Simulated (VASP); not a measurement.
# CdS (Fm-3m) in VASP: notebook

Runs on CdS. Level: LDA. Tasks: single point.

Everything below comes from runs of VASP 6.6.1. Logs are shortened: lines on timing, memory, paths and dates and some standing lists are left out, and cuts for length are marked.

## 1. The cell of the first run

Symmetry: Fm-3m, No. 225, cubic system. The conventional cell has a = 5.506 Å, b = 5.506 Å, c = 5.506 Å, α = 90.00°, β = 90.00°, γ = 90.00°. Within 3.6 Å of Cd (site symmetry m-3m) lie 6 S at 2.75 Å. Within 3.6 Å of S (site symmetry m-3m) lie 6 Cd at 2.75 Å.

## 2. Single point, LDA

INCAR reads:

```
PREC = Accurate
ENCUT = 520
EDIFF = 1E-6
ISMEAR = 0
SIGMA = 0.01
LREAL = F
LASPH = T
NELM = 60
ALGO = Normal
ISIF = 2
LWAVE = F
LCHARG = T
GGA = CA
LELF = T
LVHAR = T
NBANDS = 16
```

KPOINTS reads:

```
Automatic mesh
0
Gamma
  3 3 3
```

POSCAR reads:

```
CdS
1.0
    0.0000000000      2.7532440000      2.7532440000
    2.7532440000      0.0000000000      2.7532440000
    2.7532440000      2.7532440000      0.0000000000
Cd S
1 1
Direct
    0.0000000000      0.0000000000      0.0000000000
    0.5000000000      0.5000000000      0.5000000000
```

Potentials or basis: VASP PAW LDA potentials, release 64 (Cd, S).

The run is started by

```sh
> cat potpaw_LDA.64/Cd/POTCAR potpaw_LDA.64/S/POTCAR > POTCAR
> mpirun -np 1 vasp_std > vasp.out
```

OUTCAR:

```text
PREC = Accurate
   ENCUT = 520
   EDIFF = 1E-6
   ISMEAR = 0
   LREAL = F
   LASPH = T
   NELM = 60
   ISIF = 2
   GGA = CA

 ion  position               nearest neighbor table
   1  0.000  0.000  0.000-   2 2.75   2 2.75   2 2.75   2 2.75   2 2.75   2 2.75
   2  0.500  0.500  0.500-   1 2.75   1 2.75   1 2.75   1 2.75   1 2.75   1 2.75

  LATTYP: Found a face centered cubic cell.
 ALAT       =     5.5064880000

  Lattice vectors:

 A1 = (   0.0000000000,   2.7532440000,   2.7532440000)
 A2 = (   2.7532440000,   0.0000000000,   2.7532440000)
 A3 = (   2.7532440000,   2.7532440000,   0.0000000000)

Analysis of symmetry for initial positions (statically):
=====================================================================
 Subroutine PRICEL returns:
 Original cell was already a primitive cell.

 Routine SETGRP: Setting up the symmetry group for a
 face centered cubic supercell.

 Subroutine GETGRP returns: Found 48 space group operations
 (whereof 48 operations were pure point group operations)
 out of a pool of 48 trial point group operations.

The static configuration has the point symmetry O_h .

Analysis of symmetry for dynamics (positions and initial velocities):
=====================================================================
 Subroutine PRICEL returns:
 Original cell was already a primitive cell.

 Routine SETGRP: Setting up the symmetry group for a
 face centered cubic supercell.

 Subroutine GETGRP returns: Found 48 space group operations
 (whereof 48 operations were pure point group operations)
 out of a pool of 48 trial point group operations.

The dynamic configuration has the point symmetry O_h .

 Subroutine INISYM returns: Found 48 space group operations
 (whereof 48 operations are pure point group operations),
 and found     1 'primitive' translations

----------------------------------------------------------------------------------------

                                     Primitive cell

  volume of cell :      41.7411

  direct lattice vectors                    reciprocal lattice vectors
     0.000000000  2.753244000  2.753244000    -0.181603955  0.181603955  0.181603955
     2.753244000  0.000000000  2.753244000     0.181603955 -0.181603955  0.181603955
     2.753244000  2.753244000  0.000000000     0.181603955  0.181603955 -0.181603955

  length of vectors
     3.893675005  3.893675005  3.893675005     0.314547277  0.314547277  0.314547277

  position of ions in fractional coordinates (direct lattice)
     0.000000000  0.000000000  0.000000000
     0.500000000  0.500000000  0.500000000

  ion indices of the primitive-cell ions
   primitive index   ion index
                 1           1
                 2           2

----------------------------------------------------------------------------------------

 KPOINTS: Automatic mesh

Automatic generation of k-mesh.
 Grid dimensions read from file:
 generate k-points for:    3    3    3

 Generating k-lattice:

  Cartesian coordinates                     Fractional coordinates (reciprocal lattice)
    -0.060534652  0.060534652  0.060534652     0.333333333  0.000000000  0.000000000
     0.060534652 -0.060534652  0.060534652     0.000000000  0.333333333  0.000000000
     0.060534652  0.060534652 -0.060534652     0.000000000  0.000000000  0.333333333

  Length of vectors
     0.104849092  0.104849092  0.104849092

  Shift w.r.t. Gamma in fractional coordinates (k-lattice)
     0.000000000  0.000000000  0.000000000

 Subroutine IBZKPT returns following result:
 ===========================================

 Found      4 irreducible k-points:

 Following reciprocal coordinates:
            Coordinates               Weight
  0.000000  0.000000  0.000000      1.000000
  0.333333  0.000000  0.000000      8.000000
  0.333333  0.333333  0.000000      6.000000
 -0.333333  0.333333  0.000000     12.000000
   k-points           NKPTS =      4   k-points in BZ     NKDIM =      4   number of bands    NBANDS=     16
   number of dos      NEDOS =    301   number of ions     NIONS =      2
   total plane-waves  NPLWV =  27000
   dimension x,y,z NGX =    30 NGY =   30 NGZ =   30
   dimension x,y,z NGXF=    60 NGYF=   60 NGZF=   60
   ions per type =               1   1
   NGX,Y,Z   is equivalent  to a cutoff of  12.81, 12.81, 12.81 a.u.
   NGXF,Y,Z  is equivalent  to a cutoff of  25.62, 25.62, 25.62 a.u.
 SYSTEM =  unknown system
   PREC   = accura    normal or accurate (medium, high low for compatibility)
   ISTART =      0    job   : 0-new  1-cont  2-samecut
   ICHARG =      2    charge: 1-file 2-atom 10-const
   ISPIN  =      1    spin polarized calculation?
   LNONCOLLINEAR =      F non collinear calculations
   LSORBIT =      F    spin-orbit coupling
   LASPH  =      T    aspherical Exc in radial PAW
   ENCUT  =  520.0 eV  38.22 Ry    6.18 a.u.   7.24  7.24  7.24*2*pi/ulx,y,z
   NELM   =     60;   NELMIN=  2; NELMDL= -5     # of ELM steps
   EDIFF  = 0.1E-05   stopping-criterion for ELM
   LREAL  =      F    real-space projection
[... 7 lines left out ...]
   TEBEG  =    0.0;   TEEND  =   0.0 temperature during run
   PSTRESS=    0.0 pullay stress
   NELECT =      18.0000    total number of electrons
   NUPDOWN=      -1.0000    fix difference up-down
   EMIN   =  10.00;   EMAX   =-10.00  energy-range for DOS
   EFERMI =   0.00;   METHOD = LEGACY
   ISMEAR =     0;   SIGMA  =   0.01  broadening in eV -4-tet -1-fermi 0-gaus
   EFERMI_NEDOS =   21; number of points for ismear=-14 and -15
   IALGO  =     38    algorithm
   IMIX   =      4    mixing-type and parameters
     AMIX     =   0.40;   BMIX     =  1.00
     AMIX_MAG =   1.60;   BMIX_MAG =  1.00
  volume/ion in A,a.u.               =      20.87       140.84
  Fermi-wavevector in a.u.,A,eV,Ry     =   1.236833  2.337275 20.813583  1.529755
  Thomas-Fermi vector in A             =   2.371425
   LORBIT       =      0    0 simple, 1 ext, 2 COOP (PROOUT), +10 PAW based schemes
   GGA     = CA    functional components
   LHFCALC =     F    Hartree Fock is set to
   AEXX    =    0.0000 exact exchange contribution
   IVDW    =     0    specifies the selected vdW correction
   LEPSILON=     F    determine dielectric tensor
   LRPA    =     F    only Hartree local field effects (RPA)
 non-spin polarized calculation
 Gauss-broadening in eV      SIGMA  =   0.01
  energy-cutoff  :      520.00
  volume of cell :       41.74
 maximum number of plane-waves:      1139
 NGX is ok and might be reduce to    30
   NGX = 15   NGY = 15   NGZ = 15

 number of electron      18.0000005 magnetization

 Free energy of the ion-electron system (eV)
  ---------------------------------------------------
  ext. energy  EPLUGINS =         0.00000000
  ---------------------------------------------------
  free energy    TOTEN  =        -6.88278059 eV

  energy without entropy =       -6.88278059  energy(sigma->0) =       -6.88278059

 E-fermi :   2.5875     XC(G=0): -10.6423

 val. band max:        2.4929039031   @ k =   0.3333   0.0000   0.0000
 cond. band min:       3.2068283147   @ k =   0.0000   0.0000   0.0000
 fundamental gap:      0.7139244117
 Fermi energy:         2.5875326703

 k-point     1 :       0.0000    0.0000    0.0000
  band No.  band energies     occupation
      1      -9.9615      2.00000
      2      -5.1275      2.00000
      3      -5.1275      2.00000
      4      -5.1275      2.00000
      5      -5.1244      2.00000
      6      -5.1244      2.00000
[... 8 lines left out ...]
     15      13.5570      0.00000
     16      13.6684      0.00000

 k-point     2 :       0.3333    0.0000    0.0000
  band No.  band energies     occupation
      1      -9.1637      2.00000
      2      -5.3362      2.00000
      3      -5.3362      2.00000
      4      -5.2515      2.00000
      5      -4.9794      2.00000
      6      -4.9794      2.00000
[... 8 lines left out ...]
     15      14.1687      0.00000
     16      14.1687      0.00000

 k-point     3 :       0.3333    0.3333    0.0000
  band No.  band energies     occupation
      1      -9.1967      2.00000
      2      -5.2417      2.00000
      3      -5.0452      2.00000
      4      -4.9746      2.00000
      5      -4.9476      2.00000
      6      -4.9476      2.00000
[... 8 lines left out ...]
     15      16.0958      0.00000
     16      17.9511      0.00000

 k-point     4 :      -0.3333    0.3333    0.0000
  band No.  band energies     occupation
      1      -8.8879      2.00000
      2      -5.2605      2.00000
      3      -5.2306      2.00000
      4      -5.0603      2.00000
      5      -4.9227      2.00000
      6      -4.6166      2.00000
[... 8 lines left out ...]
     15      14.6863      0.00000
     16      17.9312      0.00000

------------------------ aborting loop because EDIFF is reached ----------------------------------------

  FORCE on cell =-STRESS in cart. coord.  units (eV):
  Direction    XX          YY          ZZ          XY          YZ          ZX
  --------------------------------------------------------------------------------------
  -------------------------------------------------------------------------------------
  Total       -1.3314229     -1.3314229     -1.3314229     -0.0000000      0.0000000     -0.0000000
  in kB      -51.1048974    -51.1048974    -51.1048974     -0.0000000      0.0000000     -0.0000000
  external PRESSURE =     -51.1048974 kB  Pullay stress =       0.0000000 kB

 VOLUME and BASIS-vectors are now :
 -----------------------------------------------------------------------------
  energy-cutoff  :      520.00
  volume of cell :       41.74
      direct lattice vectors                 reciprocal lattice vectors
     0.000000000  2.753244000  2.753244000    -0.181603955  0.181603955  0.181603955
     2.753244000  0.000000000  2.753244000     0.181603955 -0.181603955  0.181603955
     2.753244000  2.753244000  0.000000000     0.181603955  0.181603955 -0.181603955

 POSITION                                       TOTAL-FORCE (eV/Angst)
 -----------------------------------------------------------------------------------
      0.00000      0.00000      0.00000        -0.000000     -0.000000     -0.000000
      2.75324      2.75324      2.75324         0.000000      0.000000      0.000000
 -----------------------------------------------------------------------------------
    total drift:                               -0.000000      0.000000      0.000000

  FREE ENERGIE OF THE ION-ELECTRON SYSTEM (eV)
  ---------------------------------------------------
  free  energy   TOTEN  =        -6.8827805864 eV

  energy  without entropy=       -6.8827805864  energy(sigma->0) =       -6.88278059
```

Wall time 3.2 s (1 thread of AMD EPYC 7R13 (Zen 3), shared host); peak memory 0.11 GiB.

Results:

- Free energy: -6.8828 eV
- Pressure: -5.1 GPa
- Band gap on the k mesh: 0.71 eV, indirect (least direct gap 1.22 eV)

Levels at points of the mesh, in eV from the valence-band top:
```tsv
k point	band 6	band 7	band 8	band 9	band 10	band 11	band 12	band 13
(0.00, 0.00, 0.00)	-7.62	-0.50	-0.50	-0.50	0.71	9.26	9.26	9.26
```

Caveat: the k points lie up to 0.66 Å⁻¹ apart.

## 3. Single point, LDA

INCAR reads:

```
SYSTEM = CdS
PREC = Accurate ; ENCUT = 520
EDIFF = 1E-6 ; ISMEAR = 0
SIGMA = 0.01 ; LREAL = .False.
LASPH = .True. ; NELM = 100
ALGO = Normal ; ISIF = 2
LWAVE = .False. ; LCHARG = .True.
LELF = .True. ; LVHAR = .True.
NBANDS = 16
```

KPOINTS reads:

```
Automatic mesh
0
Gamma
  5 5 5
  0 0 0
```

POSCAR is that of step 2.

Potentials or basis: VASP PAW LDA potentials, release 64 (Cd, S).

The run is started by

```sh
> cat potpaw_LDA.64/Cd/POTCAR potpaw_LDA.64/S/POTCAR > POTCAR
> mpirun -np 1 vasp_std > vasp.out
```

Run time: 5.7 s. Hardware: 1 thread of AMD EPYC 7R13 (Zen 3), shared host; peak memory 0.11 GiB.

Results (log left out):

```yaml
Free_energy: -7.1680 eV
Pressure: -6.3 GPa
Band_gap_on_the_k_mesh: 0.50 eV, indirect (least direct gap 1.30 eV)
```

Levels at points of the mesh, in eV from the valence-band top:
```
           k point  band 5  band 6  band 7  band 8  band 9  band 10  band 11  band 12  band 13  band 14
(0.00, 0.00, 0.00)   -7.65   -7.65   -0.72   -0.72   -0.72     0.58     9.13     9.13     9.13    10.98
```

A k mesh can miss the band edges.
